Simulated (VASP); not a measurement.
# C (Im-3m) in VASP: further runs

Runs on C. Level: PBEsol. Tasks: single point.

Everything below comes from runs of VASP 6.6.1. Logs are shortened: lines on timing, memory, paths and dates and some standing lists are left out, and cuts for length are marked.

## Step 1: The cell of the first run

Symmetry: Im-3m, No. 229, cubic system. Conventional cell: a = 2.280 Å, b = 2.280 Å, c = 2.280 Å, α = 90.00°, β = 90.00°, γ = 90.00°. C (site symmetry m-3m) has 14 C at 1.97 to 2.28 Å within 2.6 Å.

## Step 2: Single point, PBEsol (volume scaled by 0.92)

Input file INCAR:

```
SYSTEM = C
ALGO = Normal
EDIFF = 1E-6
ENCUT = 520
GGA = PS
ISIF = 2
ISMEAR = -1
LASPH = .TRUE.
LCHARG = .TRUE.
LELF = .TRUE.
LREAL = .FALSE.
LVHAR = .TRUE.
LWAVE = .FALSE.
NBANDS = 8
NELM = 80
PREC = Accurate
SIGMA = 0.1
```

Input file KPOINTS:

```
k-points
0
G
  21 21 21
  0 0 0
```

Input file POSCAR:

```
C
1.0
   -1.1399256374      1.1399256374      1.1399256374
    1.1399256374     -1.1399256374      1.1399256374
    1.1399256374      1.1399256374     -1.1399256374
C
1
Direct
    0.0000000000      0.0000000000      0.0000000000
```

Potentials or basis: VASP PAW PBE potentials, release 64 (C).

Started as:

```bash
$ cat potpaw_PBE.64/C/POTCAR > POTCAR
$ mpirun -np 1 vasp_std > vasp.out
```

OUTCAR:

```text
SYSTEM = C
   EDIFF = 1E-6
   ENCUT = 520
   GGA = PS
   ISIF = 2
   ISMEAR = -1
   LASPH = .TRUE.
   LREAL = .FALSE.
   NELM = 80
   PREC = Accurate

 ion  position               nearest neighbor table
   1  0.000  0.000  0.000-

  LATTYP: Found a body centered cubic cell.
 ALAT       =     2.2798512748

  Lattice vectors:

 A1 = (  -1.1399256374,   1.1399256374,   1.1399256374)
 A2 = (   1.1399256374,  -1.1399256374,   1.1399256374)
 A3 = (   1.1399256374,   1.1399256374,  -1.1399256374)

Analysis of symmetry for initial positions (statically):
=====================================================================
 Subroutine PRICEL returns:
 Original cell was already a primitive cell.

 Routine SETGRP: Setting up the symmetry group for a
 body centered cubic supercell.

 Subroutine GETGRP returns: Found 48 space group operations
 (whereof 48 operations were pure point group operations)
 out of a pool of 48 trial point group operations.

The static configuration has the point symmetry O_h .

Analysis of symmetry for dynamics (positions and initial velocities):
=====================================================================
 Subroutine PRICEL returns:
 Original cell was already a primitive cell.

 Routine SETGRP: Setting up the symmetry group for a
 body centered cubic supercell.

 Subroutine GETGRP returns: Found 48 space group operations
 (whereof 48 operations were pure point group operations)
 out of a pool of 48 trial point group operations.

The dynamic configuration has the point symmetry O_h .

 Subroutine INISYM returns: Found 48 space group operations
 (whereof 48 operations are pure point group operations),
 and found     1 'primitive' translations

----------------------------------------------------------------------------------------

                                     Primitive cell

  volume of cell :       5.9250

  direct lattice vectors                    reciprocal lattice vectors
    -1.139925637  1.139925637  1.139925637     0.000000000  0.438625103  0.438625103
     1.139925637 -1.139925637  1.139925637     0.438625103  0.000000000  0.438625103
     1.139925637  1.139925637 -1.139925637     0.438625103  0.438625103  0.000000000

  length of vectors
     1.974409121  1.974409121  1.974409121     0.620309569  0.620309569  0.620309569

  position of ions in fractional coordinates (direct lattice)
     0.000000000  0.000000000  0.000000000

  ion indices of the primitive-cell ions
   primitive index   ion index
                 1           1

----------------------------------------------------------------------------------------

 KPOINTS: k-points

Automatic generation of k-mesh.
 Grid dimensions read from file:
 generate k-points for:   21   21   21

 Generating k-lattice:

  Cartesian coordinates                     Fractional coordinates (reciprocal lattice)
     0.000000000  0.020886910  0.020886910     0.047619048  0.000000000  0.000000000
     0.020886910  0.000000000  0.020886910     0.000000000  0.047619048  0.000000000
     0.020886910  0.020886910  0.000000000     0.000000000  0.000000000  0.047619048

  Length of vectors
     0.029538551  0.029538551  0.029538551

  Shift w.r.t. Gamma in fractional coordinates (k-lattice)
     0.000000000  0.000000000  0.000000000

 Subroutine IBZKPT returns following result:
 ===========================================

 Found    286 irreducible k-points:

 Following reciprocal coordinates:
            Coordinates               Weight
  0.000000  0.000000  0.000000      1.000000
  0.047619  0.000000  0.000000     12.000000
  0.095238  0.000000  0.000000     12.000000
  0.142857  0.000000  0.000000     12.000000
  0.190476  0.000000  0.000000     12.000000
  0.238095  0.000000  0.000000     12.000000
[... 16 lines left out ...]
  0.142857  0.095238  0.000000     48.000000
  0.190476  0.095238  0.000000     48.000000
 [... further k-points ...]
   k-points           NKPTS =    286   k-points in BZ     NKDIM =    286   number of bands    NBANDS=      8
   number of dos      NEDOS =    301   number of ions     NIONS =      1
   total plane-waves  NPLWV =   4096
   dimension x,y,z NGX =    16 NGY =   16 NGZ =   16
   dimension x,y,z NGXF=    32 NGYF=   32 NGZF=   32
   ions per type =               1
   NGX,Y,Z   is equivalent  to a cutoff of  13.47, 13.47, 13.47 a.u.
   NGXF,Y,Z  is equivalent  to a cutoff of  26.94, 26.94, 26.94 a.u.
 SYSTEM =  C
   PREC   = accura    normal or accurate (medium, high low for compatibility)
   ISTART =      0    job   : 0-new  1-cont  2-samecut
   ICHARG =      2    charge: 1-file 2-atom 10-const
   ISPIN  =      1    spin polarized calculation?
   LNONCOLLINEAR =      F non collinear calculations
   LSORBIT =      F    spin-orbit coupling
   LASPH  =      T    aspherical Exc in radial PAW
   ENCUT  =  520.0 eV  38.22 Ry    6.18 a.u.   3.67  3.67  3.67*2*pi/ulx,y,z
   NELM   =     80;   NELMIN=  2; NELMDL= -5     # of ELM steps
   EDIFF  = 0.1E-05   stopping-criterion for ELM
   LREAL  =      F    real-space projection
   EDIFFG = 0.1E-04   stopping-criterion for IOM
   NSW    =      0    number of steps for IOM
   IBRION =     -1    ionic relax: 0-MD 1-quasi-New 2-CG
   NFREE  =      0    steps in history (QN), initial steepest desc. (CG)
   ISIF   =      2    stress and relaxation
   ISYM   =      2    0-nonsym 1-usesym 2-fastsym
   POTIM  = 0.5000    time-step for ionic-motion
   TEBEG  =    0.0;   TEEND  =   0.0 temperature during run
   PSTRESS=    0.0 pullay stress
   NELECT =       4.0000    total number of electrons
   NUPDOWN=      -1.0000    fix difference up-down
   EMIN   =  10.00;   EMAX   =-10.00  energy-range for DOS
   EFERMI =   0.00;   METHOD = LEGACY
   ISMEAR =    -1;   SIGMA  =   0.10  broadening in eV -4-tet -1-fermi 0-gaus
   EFERMI_NEDOS =   21; number of points for ismear=-14 and -15
   IALGO  =     38    algorithm
   IMIX   =      4    mixing-type and parameters
     AMIX     =   0.40;   BMIX     =  1.00
     AMIX_MAG =   1.60;   BMIX_MAG =  1.00
  volume/ion in A,a.u.               =       5.93        39.98
  Fermi-wavevector in a.u.,A,eV,Ry     =   1.436145  2.713921 28.062188  2.062513
  Thomas-Fermi vector in A             =   2.555366
   LORBIT       =      0    0 simple, 1 ext, 2 COOP (PROOUT), +10 PAW based schemes
   GGA     = PS    functional components
   LHFCALC =     F    Hartree Fock is set to
   AEXX    =    0.0000 exact exchange contribution
   IVDW    =     0    specifies the selected vdW correction
   LEPSILON=     F    determine dielectric tensor
   LRPA    =     F    only Hartree local field effects (RPA)
 non-spin polarized calculation
  energy-cutoff  :      520.00
  volume of cell :        5.93
 maximum number of plane-waves:       165
   NGX =  7   NGY =  7   NGZ =  7

 number of electron       4.0000000 magnetization

 Free energy of the ion-electron system (eV)
  ---------------------------------------------------
  ext. energy  EPLUGINS =         0.00000000
  ---------------------------------------------------
  free energy    TOTEN  =        -5.40489522 eV

  energy without entropy =       -5.39437975  energy(sigma->0) =       -5.39963748

 E-fermi :  10.2222     XC(G=0): -13.8011

 val. band max:       10.1835635498   @ k =   0.3810   0.1905   0.0476
 cond. band min:      10.2300788315   @ k =  -0.3810   0.3810   0.3333
 fundamental gap:      0.0465152817
 Fermi energy:        10.2222049795

 k-point     1 :       0.0000    0.0000    0.0000
  band No.  band energies     occupation
      1     -11.1042      2.00000
      2      20.5372      0.00000
      3      20.5372      0.00000
      4      20.5372      0.00000
      5      45.4186      0.00000
      6      45.4186      0.00000
      7      45.4186      0.00000
      8      49.8123      0.00000

 k-point     2 :       0.0476    0.0000    0.0000
  band No.  band energies     occupation
      1     -10.9946      2.00000
      2      20.2576      0.00000
      3      20.3651      0.00000
      4      20.4983      0.00000
      5      44.5417      0.00000
      6      44.5494      0.00000
      7      45.8246      0.00000
      8      48.2595      0.00000

 k-point     3 :       0.0952    0.0000    0.0000
  band No.  band energies     occupation
      1     -10.6655      2.00000
      2      19.4346      0.00000
      3      19.8947      0.00000
      4      20.3935      0.00000
      5      42.1286      0.00000
      6      42.8164      0.00000
      7      47.0041      0.00000
      8      47.7839      0.00000

 k-point     4 :       0.1429    0.0000    0.0000
  band No.  band energies     occupation
      1     -10.1175      2.00000
      2      18.0847      0.00000
      3      19.2143      0.00000
      4      20.2266      0.00000
      5      39.6703      0.00000
      6      40.9920      0.00000
      7      46.9751      0.00000
      8      48.8011      0.00000

 k-point     5 :       0.1905    0.0000    0.0000
  band No.  band energies     occupation
      1      -9.3519      2.00000
      2      16.2671      0.00000
      3      18.4286      0.00000
      4      20.0098      0.00000
      5      37.6818      0.00000
      6      39.3018      0.00000
      7      46.5572      0.00000
      8      49.4097      0.00000
[... 177 lines left out ...]
 k-point    22 :       0.0952    0.0952    0.0000
  band No.  band energies     occupation
      1      -9.7892      2.00000
      2      17.5545      0.00000
      3      18.8264      0.00000
      4      19.8165      0.00000
      5      39.0101      0.00000
      6      40.0273      0.00000
      7      46.3829      0.00000
      8      48.7453      0.00000

 k-point    23 :       0.1429    0.0952    0.0000
  band No.  band energies     occupation
      1      -9.0242      2.00000
      2      16.0705      0.00000
      3      17.8058      0.00000
      4      19.4822      0.00000
      5      37.5144      0.00000
      6      38.7758      0.00000
      7      46.3499      0.00000
      8      49.0651      0.00000

 k-point    24 :       0.1905    0.0952    0.0000
  band No.  band energies     occupation
      1      -8.0434      2.00000
      2      14.1355      0.00000
      3      16.7966      0.00000
      4      19.1461      0.00000
      5      36.3607      0.00000
      6      37.7458      0.00000
      7      46.3804      0.00000
      8      49.2079      0.00000

 [... further k-points ...]
[... 5 lines left out ...]
  --------------------------------------------------------------------------------------
  -------------------------------------------------------------------------------------
  Total        0.7703287      0.7703287      0.7703287      0.0000000      0.0000000      0.0000000
  in kB      208.3037594    208.3037594    208.3037594      0.0000000      0.0000000      0.0000000
  external PRESSURE =     208.3037594 kB  Pullay stress =       0.0000000 kB

 VOLUME and BASIS-vectors are now :
 -----------------------------------------------------------------------------
  energy-cutoff  :      520.00
  volume of cell :        5.93
      direct lattice vectors                 reciprocal lattice vectors
    -1.139925637  1.139925637  1.139925637     0.000000000  0.438625103  0.438625103
     1.139925637 -1.139925637  1.139925637     0.438625103  0.000000000  0.438625103
     1.139925637  1.139925637 -1.139925637     0.438625103  0.438625103  0.000000000

 POSITION                                       TOTAL-FORCE (eV/Angst)
 -----------------------------------------------------------------------------------
      0.00000      0.00000      0.00000        -0.000000      0.000000     -0.000000
 -----------------------------------------------------------------------------------
    total drift:                                0.000000     -0.000000     -0.000000

  FREE ENERGIE OF THE ION-ELECTRON SYSTEM (eV)
  ---------------------------------------------------
  free  energy   TOTEN  =        -5.4048952175 eV

  energy  without entropy=       -5.3943797508  energy(sigma->0) =       -5.39963748
```

Run time: 4.4 s. Hardware: 1 thread of Intel Xeon 6975P-C, shared host; peak memory 0.11 GiB.

What came out:

- Free energy: -5.4049 eV
- Pressure: 20.8 GPa
- Band gap on the k mesh: zero (band 2 reaches 20.54 eV, above the bottom of band 3 at 4.76 eV)

Caveat: the cell differs from its parent crystal (volume scaled by 0.92); the PAW data sets were made with another functional, which shifts forces and pressure a little.

## Step 3: Single point, PBEsol (volume scaled by 0.96)

Input file INCAR:

```
SYSTEM = C
PREC = Accurate
ENCUT = 520
EDIFF = 1E-7
ISMEAR = -1
SIGMA = 0.1
LREAL = .False.
LASPH = .True.
NELM = 60
ALGO = Normal
ISIF = 2
LWAVE = .False.
LCHARG = .True.
GGA = PS
LELF = .True.
LVHAR = .True.
NBANDS = 8
```

Input file KPOINTS:

```
regular mesh
0
Gamma
  21 21 21
  0 0 0
```

Input file POSCAR:

```
C
1.0
   -1.1562124898      1.1562124898      1.1562124898
    1.1562124898     -1.1562124898      1.1562124898
    1.1562124898      1.1562124898     -1.1562124898
C
1
Direct
    0.0000000000      0.0000000000      0.0000000000
```

Potentials or basis: VASP PAW PBE potentials, release 64 (C).

Started as:

```bash
$ cat potpaw_PBE.64/C/POTCAR > POTCAR
$ mpirun -np 1 vasp_std > vasp.out
```

It took 4.5 s on 1 thread of Intel Xeon 6975P-C, shared host; peak memory 0.11 GiB.

It converged, with:

```
Free energy            : -5.4290 eV
Pressure               : 9.3 GPa
Band gap on the k mesh : zero (band 2 reaches 19.47 eV, above the bottom of band 3 at 4.02 eV)
```

Levels at points of the mesh, in eV from the Fermi level:
```csv
k point,band 1,band 2,band 3,band 4,band 5
"(0.00, 0.00, 0.00)",-20.70,9.88,9.88,9.88,34.48
```

Caveat: the cell differs from its parent crystal (volume scaled by 0.96); the PAW data sets were made with another functional, which shifts forces and pressure a little.

## Step 4: Single point, PBEsol

This run uses another cell than the first one, of 6.44 Å³/atom, 1.087 times its volume.

Input file INCAR:

```
PREC = Accurate ; ENCUT = 520
EDIFF = 1E-6 ; ISMEAR = -1
SIGMA = 0.1 ; LREAL = F
LASPH = T ; NELM = 80
ALGO = Normal ; ISIF = 2
LWAVE = F ; LCHARG = F
GGA = PS ; NBANDS = 8
```

Input file KPOINTS:

```
Automatic mesh
0
Gamma
  21 21 21
```

Input file POSCAR:

```
C
1.0
   -1.1720529854      1.1720529854      1.1720529854
    1.1720529854     -1.1720529854      1.1720529854
    1.1720529854      1.1720529854     -1.1720529854
C
1
Direct
    0.0000000000      0.0000000000      0.0000000000
```

Started as:

```bash
$ cat potpaw_PBE.64/C/POTCAR > POTCAR
$ mpirun -np 1 vasp_std > vasp.out
```

Run time: 4 s. Hardware: 1 thread of Intel Xeon 6975P-C, shared host; peak memory 0.12 GiB.

It converged, with:

| Property | Result |
| --- | --- |
| Free energy | -5.4363 eV |
| Pressure | -0.2 GPa |
| Band gap on the k mesh | zero (band 2 reaches 18.48 eV, above the bottom of band 3 at 3.67 eV) |

Levels at points of the mesh, in eV from the Fermi level:
```tsv
k point	band 1	band 2	band 3	band 4	band 5	band 6	band 7
(0.00, 0.00, 0.00)	-20.13	9.48	9.48	9.48	33.80	33.80	33.80
```

Caveat: the PAW data sets were made with another functional, which shifts forces and pressure a little.

## Step 5: Single point, PBEsol (volume scaled by 1.04)

Input file INCAR:

```
SYSTEM = C
  ALGO = Normal
  EDIFF = 1E-6
  ENCUT = 520
  GGA = PS
  ISIF = 2
  ISMEAR = -1
  LASPH = .True.
  LCHARG = .False.
  LREAL = .False.
  LWAVE = .False.
  NBANDS = 8
  NELM = 80
  PREC = Accurate
  SIGMA = 0.1
```

Input file KPOINTS:

```
k-points
0
Gamma
  21 21 21
  0 0 0
```

Input file POSCAR:

```
C
1.0
   -1.1874765040      1.1874765040      1.1874765040
    1.1874765040     -1.1874765040      1.1874765040
    1.1874765040      1.1874765040     -1.1874765040
C
1
Direct
    0.0000000000      0.0000000000      0.0000000000
```

Started as:

```bash
$ cat potpaw_PBE.64/C/POTCAR > POTCAR
$ mpirun -np 1 vasp_std > vasp.out
```

It took 4.4 s on 1 thread of Intel Xeon 6975P-C, shared host; peak memory 0.12 GiB.

It converged, with:

* Free energy: -5.4298 eV
* Pressure: -7.9 GPa
* Band gap on the k mesh: zero (band 2 reaches 17.56 eV, above the bottom of band 3 at 3.37 eV)

Levels at points of the mesh, in eV from the Fermi level:
```
           k point  band 1  band 2  band 3  band 4  band 5  band 6
(0.00, 0.00, 0.00)  -19.60    9.11    9.11    9.11   33.17   33.17
```

Caveat: the cell differs from its parent crystal (volume scaled by 1.04); the PAW data sets were made with another functional, which shifts forces and pressure a little.

## Step 6: The runs side by side

```csv
cell,gap on the mesh (eV),pressure (GPa)
"a = 1.974 Å, angles 109.5°, 1 atom",none,20.8
"a = 2.003 Å, angles 109.5°, 1 atom",none,9.3
"a = 2.030 Å, angles 109.5°, 1 atom",none,-0.2
"a = 2.057 Å, angles 109.5°, 1 atom",none,-7.9
```

Alike in all rows: task single point; level PBEsol; potentials or basis VASP PAW PBE potentials, release 64 (C); no spin polarisation; k mesh 21 × 21 × 21; cutoff (eV) 520; smearing fermi-dirac 0.1 eV.

Caveats: the PAW data sets were made with another functional, which shifts forces and pressure a little.

Absolute energies hang on the potentials; compare differences alone.
